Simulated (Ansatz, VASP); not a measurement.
**Two plane-wave programs on SnO**

Contents of INCAR:

```
SYSTEM = SnO
ALGO = Normal ; EDIFF = 1E-6
ENCUT = 520 ; GGA = PE
ISIF = 2 ; ISMEAR = 0
LASPH = .True. ; LCHARG = .True.
LELF = .True. ; LREAL = .False.
LVHAR = .True. ; LWAVE = .False.
NBANDS = 28 ; NELM = 80
PREC = Accurate ; SIGMA = 0.05
```

The input KPOINTS:

```
k-points
0
Gamma
  10 10 8
  0 0 0
```

POSCAR

```
SnO
1.0
    4.0218442651      0.0000000000      0.0000000000
    0.0000000000      4.0218442651      0.0000000000
    0.0000000000      0.0000000000      5.0719346970
Sn O
2 2
Direct
   -0.0646469587      0.5000000000      0.2284856918
    0.5646469587      0.0000000000      0.7715143082
    0.0069648620      0.0000000000      0.0000000000
    0.4930351380      0.5000000000      0.0000000000
```

Input for Ansatz:

```yaml
crystal:
  lattice:
    - [4.0218442651, 0.0, 0.0]
    - [0.0, 4.0218442651, 0.0]
    - [0.0, 0.0, 5.071934697]
  atoms:
    - { symbol: Sn, position: [-0.0646469587, 0.5, 0.2284856918] }
    - { symbol: Sn, position: [0.5646469587, 0.0, 0.7715143082] }
    - { symbol: O, position: [0.006964862, 0.0, 0.0] }
    - { symbol: O, position: [0.493035138, 0.5, 0.0] }
basis:
  ecutwfc: 520.0
kpoints:
  mp_grid: { grid: [10, 10, 8] }
hamiltonian:
  xc: pbe
  pseudopotentials: { kind: paw, azcp: { folder: soft_1 } }
scf:
  occupations: { method: gaussian, width: 0.05 }
output:
  forces: true
  stress: true
  eigenvalues: true
```

Change from the starting cell: mode 4 frozen in at -0.250 Å, equal normal strain along x and y +0.0400.

Alike in both runs: task single point; functional PBE; k mesh 10 × 10 × 8; occupations gaussian, width 0.05 eV; no spin polarisation.

```csv
,VASP,Ansatz
version,VASP 6.6.1,Ansatz 0.2.0
potentials or method,"VASP PAW PBE potentials, release 64 (Sn_d, O), cutoff 520 eV","scalar-relativistic, plane waves, PAW"
valence electrons in the cell,40,40
```

|  | VASP | Ansatz | Ansatz less VASP |
| --- | --- | --- | --- |
| gap on the k mesh at the Fermi level (eV) | 0.94 | 0.93 | -0.004 |
| least direct gap on the mesh (eV) | 1.79 | 1.82 | +0.027 |
| pressure (GPa) | -3.4 | -3.5 | -0.18 |
| traceless stress, the component that is largest in VASP (GPa) | 4.00 | 3.84 | -0.166 |
| rms of the force components (eV/Å) | 0.430 | 0.426 | -0.0043 |

Atom by atom the forces differ by 0.037 eV/Å (rms over components).
